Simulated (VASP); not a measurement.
# SiBF (P4/nmm) in VASP: further runs, part 2 of 3

VASP 6.6.1.

## Step 4: Relaxation of cell and atoms, PBE

This run uses another cell than the first one, of 10.98 Å³/atom, 1.115 times its volume.

INCAR

```
PREC = Accurate
ENCUT = 600
EDIFF = 1E-6
ISMEAR = 0
SIGMA = 0.1
LREAL = False
LASPH = True
NELM = 60
ALGO = Normal
ISIF = 3
LWAVE = False
LCHARG = False
GGA = PE
IBRION = 2
NSW = 90
EDIFFG = -0.04
```

KPOINTS

```
regular mesh
0
Gamma
  6 6 4
```

POSCAR

```
SiBF
1.0
    3.3260361800      0.0000000000      0.0000000000
    0.0000000000      3.3260361800      0.0000000000
    0.0000000000      0.0000000000      5.9559516200
Si B F
2 2 2
Direct
    0.5000000000      0.0000000000      0.8434660400
    0.0000000000      0.5000000000      0.1565339600
    0.5000000000      0.0000000000      0.2491647500
    0.0000000000      0.5000000000      0.7508352500
    0.0000000000      0.0000000000      0.5000000000
    0.5000000000      0.5000000000      0.5000000000
```

Potentials or basis: VASP PAW PBE potentials, release 64 (Si, B, F).

Command:

```sh
$ cat potpaw_PBE.64/Si/POTCAR potpaw_PBE.64/B/POTCAR potpaw_PBE.64/F/POTCAR > POTCAR
$ mpirun -np 1 vasp_std > vasp.out
```

OUTCAR:

```text
PREC = Accurate
   ENCUT = 600
   EDIFF = 1E-6
   ISMEAR = 0
   LREAL = False
   LASPH = True
   NELM = 60
   ISIF = 3
   GGA = PE
   IBRION = 2
   NSW = 90
   EDIFFG = -0.04

 ion  position               nearest neighbor table
   1  0.500  0.000  0.843-   4 2.42   4 2.42   4 2.42   4 2.42   3 2.42   2 3.00   2 3.00   2 3.00
                             2 3.00
   2  0.000  0.500  0.157-   3 2.42   3 2.42   3 2.42   3 2.42   4 2.42   1 3.00   1 3.00   1 3.00
                             1 3.00
   3  0.500  0.000  0.249-   2 2.42   2 2.42   2 2.42   2 2.42   1 2.42
   4  0.000  0.500  0.751-   1 2.42   1 2.42   1 2.42   1 2.42   2 2.42
   5  0.000  0.000  0.500-
   6  0.500  0.500  0.500-

  LATTYP: Found a simple tetragonal cell.
 ALAT       =     3.3260361800
 C/A-ratio  =     1.7907056020

  Lattice vectors:

 A1 = (   3.3260361800,   0.0000000000,   0.0000000000)
 A2 = (   0.0000000000,   3.3260361800,   0.0000000000)
 A3 = (   0.0000000000,   0.0000000000,   5.9559516200)

Analysis of symmetry for initial positions (statically):
=====================================================================
 Subroutine PRICEL returns:
 Original cell was already a primitive cell.

 Routine SETGRP: Setting up the symmetry group for a
 simple tetragonal supercell.

 Subroutine GETGRP returns: Found 16 space group operations
 (whereof  8 operations were pure point group operations)
 out of a pool of 16 trial point group operations.

The static configuration has the point symmetry D_2d.
 The point group associated with its full space group is D_4h.

Analysis of symmetry for dynamics (positions and initial velocities):
=====================================================================
 Subroutine PRICEL returns:
 Original cell was already a primitive cell.

 Routine SETGRP: Setting up the symmetry group for a
 simple tetragonal supercell.

 Subroutine GETGRP returns: Found 16 space group operations
 (whereof  8 operations were pure point group operations)
 out of a pool of 16 trial point group operations.

The dynamic configuration has the point symmetry D_2d.
 The point group associated with its full space group is D_4h.

 Subroutine INISYM returns: Found 16 space group operations
 (whereof  8 operations are pure point group operations),
 and found     1 'primitive' translations

----------------------------------------------------------------------------------------

                                     Primitive cell

  volume of cell :      65.8878

  direct lattice vectors                    reciprocal lattice vectors
     3.326036180  0.000000000  0.000000000     0.300658185  0.000000000  0.000000000
     0.000000000  3.326036180  0.000000000     0.000000000  0.300658185  0.000000000
     0.000000000  0.000000000  5.955951620     0.000000000  0.000000000  0.167899282

  length of vectors
     3.326036180  3.326036180  5.955951620     0.300658185  0.300658185  0.167899282

  position of ions in fractional coordinates (direct lattice)
     0.500000000  0.000000000  0.843466040
     0.000000000  0.500000000  0.156533960
     0.500000000  0.000000000  0.249164750
     0.000000000  0.500000000  0.750835250
[... 76 lines left out ...]
   ICHARG =      2    charge: 1-file 2-atom 10-const
   ISPIN  =      1    spin polarized calculation?
   LNONCOLLINEAR =      F non collinear calculations
   LSORBIT =      F    spin-orbit coupling
   LASPH  =      T    aspherical Exc in radial PAW
   ENCUT  =  600.0 eV  44.10 Ry    6.64 a.u.   6.64  6.64 11.90*2*pi/ulx,y,z
   NELM   =     60;   NELMIN=  2; NELMDL= -5     # of ELM steps
   EDIFF  = 0.1E-05   stopping-criterion for ELM
   LREAL  =      F    real-space projection
   EDIFFG = -.4E-01   stopping-criterion for IOM
   NSW    =     90    number of steps for IOM
   IBRION =      2    ionic relax: 0-MD 1-quasi-New 2-CG
   NFREE  =      1    steps in history (QN), initial steepest desc. (CG)
   ISIF   =      3    stress and relaxation
   ISYM   =      2    0-nonsym 1-usesym 2-fastsym
   POTIM  = 0.5000    time-step for ionic-motion
   TEBEG  =    0.0;   TEEND  =   0.0 temperature during run
   PSTRESS=    0.0 pullay stress
   NELECT =      28.0000    total number of electrons
   NUPDOWN=      -1.0000    fix difference up-down
   EMIN   =  10.00;   EMAX   =-10.00  energy-range for DOS
   EFERMI =   0.00;   METHOD = LEGACY
   ISMEAR =     0;   SIGMA  =   0.10  broadening in eV -4-tet -1-fermi 0-gaus
   EFERMI_NEDOS =   21; number of points for ismear=-14 and -15
   IALGO  =     38    algorithm
   IMIX   =      4    mixing-type and parameters
     AMIX     =   0.40;   BMIX     =  1.00
     AMIX_MAG =   1.60;   BMIX_MAG =  1.00
  volume/ion in A,a.u.               =      10.98        74.11
  Fermi-wavevector in a.u.,A,eV,Ry     =   1.230814  2.325901 20.611513  1.514903
  Thomas-Fermi vector in A             =   2.365648
   LORBIT       =      0    0 simple, 1 ext, 2 COOP (PROOUT), +10 PAW based schemes
   GGA     = PE    functional components
   LHFCALC =     F    Hartree Fock is set to
   AEXX    =    0.0000 exact exchange contribution
   IVDW    =     0    specifies the selected vdW correction
   LEPSILON=     F    determine dielectric tensor
   LRPA    =     F    only Hartree local field effects (RPA)
 conjugate gradient relaxation of ions
 non-spin polarized calculation
 Gauss-broadening in eV      SIGMA  =   0.10
  energy-cutoff  :      600.00
  volume of cell :       65.89
 maximum number of plane-waves:      2218
 NGX is ok and might be reduce to    28
   NGX = 13   NGY = 13   NGZ = 23

--------------------------------------- Ionic step        1  -------------------------------------------

 number of electron      27.9999999 magnetization

 Free energy of the ion-electron system (eV)
  ---------------------------------------------------
  ext. energy  EPLUGINS =         0.00000000
  ---------------------------------------------------
  free energy    TOTEN  =       -24.80153791 eV

  energy without entropy =      -24.79336621  energy(sigma->0) =      -24.79745206

------------------------ aborting loop because EDIFF is reached ----------------------------------------

  FORCE on cell =-STRESS in cart. coord.  units (eV):
  Direction    XX          YY          ZZ          XY          YZ          ZX
  --------------------------------------------------------------------------------------
  -------------------------------------------------------------------------------------
  Total       -3.5551575     -3.5551575     -1.0543056      0.0000000     -0.0000000      0.0000000
  in kB      -86.4498679    -86.4498679    -25.6372832      0.0000000     -0.0000000      0.0000000
  external PRESSURE =     -66.1790063 kB  Pullay stress =       0.0000000 kB
[... 101 lines left out ...]
  FREE ENERGIE OF THE ION-ELECTRON SYSTEM (eV)
  ---------------------------------------------------
  free  energy   TOTEN  =       -25.2789054694 eV

  energy  without entropy=      -25.2683942969  energy(sigma->0) =      -25.27364988

[... ionic steps 4 to 21 ...]

--------------------------------------- Ionic step       22  -------------------------------------------

 number of electron      28.0000013 magnetization

------------------------ aborting loop because EDIFF is reached ----------------------------------------
[... 75 lines left out ...]
--------------------------------------- Ionic step       24  -------------------------------------------

 number of electron      28.0000015 magnetization

 Free energy of the ion-electron system (eV)
  ---------------------------------------------------
  ext. energy  EPLUGINS =         0.00000000
  ---------------------------------------------------
  free energy    TOTEN  =       -26.78452857 eV

  energy without entropy =      -26.77943460  energy(sigma->0) =      -26.78198158

 E-fermi :   7.4701     XC(G=0): -11.5091

 val. band max:        7.3743947520   @ k =   0.1667   0.1667   0.2500
 cond. band min:       7.5184815227   @ k =   0.3333   0.0000   0.5000
 fundamental gap:      0.1440867707
 Fermi energy:         7.4700552556

 k-point     1 :       0.0000    0.0000    0.0000
  band No.  band energies     occupation
      1     -18.2133      2.00000
      2     -15.3930      2.00000
      3      -5.5660      2.00000
      4      -4.2693      2.00000
      5       0.2729      2.00000
      6       0.2729      2.00000
[... 481 lines left out ...]
      5       0.1882      2.00000
      6       0.1882      2.00000
[... 10 lines left out ...]
     17      11.7641      0.00000
     18      11.7641      0.00000

 [... further k-points ...]

------------------------ aborting loop because EDIFF is reached ----------------------------------------

  FORCE on cell =-STRESS in cart. coord.  units (eV):
  Direction    XX          YY          ZZ          XY          YZ          ZX
  --------------------------------------------------------------------------------------
  -------------------------------------------------------------------------------------
  Total        0.0286001      0.0286001     -0.0919651      0.0000000      0.0000000      0.0000000
  in kB        0.7811510      0.7811510     -2.5118319      0.0000000      0.0000000      0.0000000
  external PRESSURE =      -0.3165099 kB  Pullay stress =       0.0000000 kB
[... 21 lines left out ...]
  FREE ENERGIE OF THE ION-ELECTRON SYSTEM (eV)
  ---------------------------------------------------
  free  energy   TOTEN  =       -26.7845285668 eV

  energy  without entropy=      -26.7794345995  energy(sigma->0) =      -26.78198158

 reached required accuracy - stopping structural energy minimisation
```

OSZICAR:

```text
N       E                     dE             d eps       ncg     rms          rms(c)
DAV:   1     0.134829435747E+03    0.13483E+03   -0.15430E+04  1080   0.160E+03
DAV:   2    -0.165072362588E+02   -0.15134E+03   -0.14710E+03  1372   0.272E+02
DAV:   3    -0.259158212106E+02   -0.94086E+01   -0.92018E+01  1400   0.692E+01
[... 222 lines left out ...]
DAV:   2    -0.267847084819E+02    0.90735E-03   -0.28132E-03  1316   0.535E-01    0.112E-01
DAV:   3    -0.267845726950E+02    0.13579E-03   -0.30757E-04  1096   0.147E-01    0.507E-02
DAV:   4    -0.267845305410E+02    0.42154E-04   -0.91195E-05  1250   0.955E-02    0.126E-02
DAV:   5    -0.267845282863E+02    0.22547E-05   -0.18947E-05  1230   0.420E-02    0.316E-03
DAV:   6    -0.267845285668E+02   -0.28051E-06   -0.10253E-06   548   0.867E-03
  24 F= -.26784529E+02 E0= -.26781982E+02  d E =-.182711E-02
```

CONTCAR:

```text
SiBF
   1.00000000000000
     3.0919072909520895    0.0000000000000000    0.0000000000000000
     0.0000000000000000    3.0919072909520895   -0.0000000000000000
     0.0000000000000000   -0.0000000000000000    6.1360676031833785
  Si              B               F
     2     2     2
Direct
     0.5000000000000000    0.0000000000000000    0.7626411920233978
     0.0000000000000000    0.5000000000000000    0.2373588079766022
     0.5000000000000000    0.0000000000000000    0.1146656081802667
     0.0000000000000000    0.5000000000000000    0.8853343918197331
     0.0000000000000000    0.0000000000000000    0.5000000000000000
     0.5000000000000000    0.5000000000000000    0.5000000000000000

  0.00000000E+00  0.00000000E+00  0.00000000E+00
  0.00000000E+00  0.00000000E+00  0.00000000E+00
  0.00000000E+00  0.00000000E+00  0.00000000E+00
  0.00000000E+00  0.00000000E+00  0.00000000E+00
  0.00000000E+00  0.00000000E+00  0.00000000E+00
  0.00000000E+00  0.00000000E+00  0.00000000E+00
```

It took 13 min on 1 thread of Oxide Virtual Turin-like, shared host; peak memory 0.17 GiB.

Results:

```yaml
Free_energy: -26.7845 eV
Relaxed_volume: 9.78 Å³/atom
Relaxed_cell: a = 3.092 Å, b = 3.092 Å, c = 6.136 Å, α = 90.00°, β = 90.00°, γ = 90.00°
Space_group_after_relaxing_to_0.05_Å: P4/nmm (No. 129)
Energy_gained_by_relaxing: 330.5 meV/atom
Ionic_steps: 24
Pressure_after_relaxing: 0.0 GPa
Largest_force_after_relaxing: 0.039 eV/Å
Band_gap_on_the_k_mesh: zero (band 14 reaches 8.43 eV, above the bottom of band 15 at 5.38 eV)
```

Forces in eV/Å, atoms in the order of the input:
```
Si   0.000  0.000  0.039
Si   0.000  0.000 -0.039
B    0.000  0.000 -0.006
B    0.000  0.000  0.006
F    0.000  0.000  0.000
F    0.000  0.000  0.000
```

Step by step:
| step | energy change (eV) | largest force (eV/Å) | pressure (GPa) | volume (Å³) |
| --- | --- | --- | --- | --- |
| 1 | 0.0000 | 1.7558 | -6.62 | 65.89 |
| 2 | -0.3958 | 1.2289 | -1.49 | 61.65 |
| 3 | -0.4774 | 0.7688 | 3.41 | 58.97 |
| 4 | -0.5860 | 0.7773 | 1.41 | 59.94 |
| 5 | -0.6069 | 1.0878 | 0.53 | 60.52 |
| 6 | -0.7177 | 1.0370 | -0.93 | 61.38 |
| 7 | -1.0429 | 0.8542 | -5.13 | 64.01 |
| 8 | -1.1395 | 1.0785 | -11.00 | 69.48 |
| 9 | -1.2618 | 0.7717 | -8.78 | 66.51 |
| 10 | -1.2734 | 0.7961 | -9.77 | 67.35 |
| 11 | -1.3152 | 0.8108 | -9.59 | 67.22 |
| 12 | -1.3900 | 0.8964 | -8.94 | 66.85 |
| 13 | -1.4694 | 0.8596 | -8.22 | 66.03 |
| 14 | -1.6695 | 0.8436 | -5.68 | 63.61 |
| 15 | -1.8905 | 0.7329 | 0.83 | 58.90 |
| 16 | -1.8949 | 0.7266 | 3.08 | 57.79 |
| 17 | -1.8959 | 0.7289 | 2.51 | 58.07 |
| 18 | -1.9217 | 0.5935 | 1.70 | 58.26 |
| 19 | -1.9585 | 0.4922 | -0.25 | 58.82 |
| 20 | -1.9745 | 0.2586 | -0.20 | 58.83 |
| 21 | -1.9812 | 0.0769 | -0.14 | 58.84 |
| 22 | -1.9812 | 0.0784 | -0.20 | 58.84 |
| 23 | -1.9826 | 0.0452 | -0.12 | 58.76 |
| 24 | -1.9830 | 0.0393 | -0.03 | 58.66 |

Final structure:
```
Si B F
1.0
     3.09191    0.00000    0.00000
     0.00000    3.09191    0.00000
     0.00000    0.00000    6.13607
Si B F
2 2 2
Direct
  0.50000 0.00000 0.76264
  0.00000 0.50000 0.23736
  0.50000 0.00000 0.11467
  0.00000 0.50000 0.88533
  0.00000 0.00000 0.50000
  0.50000 0.50000 0.50000
```

(Continued in part 3 of 3.)
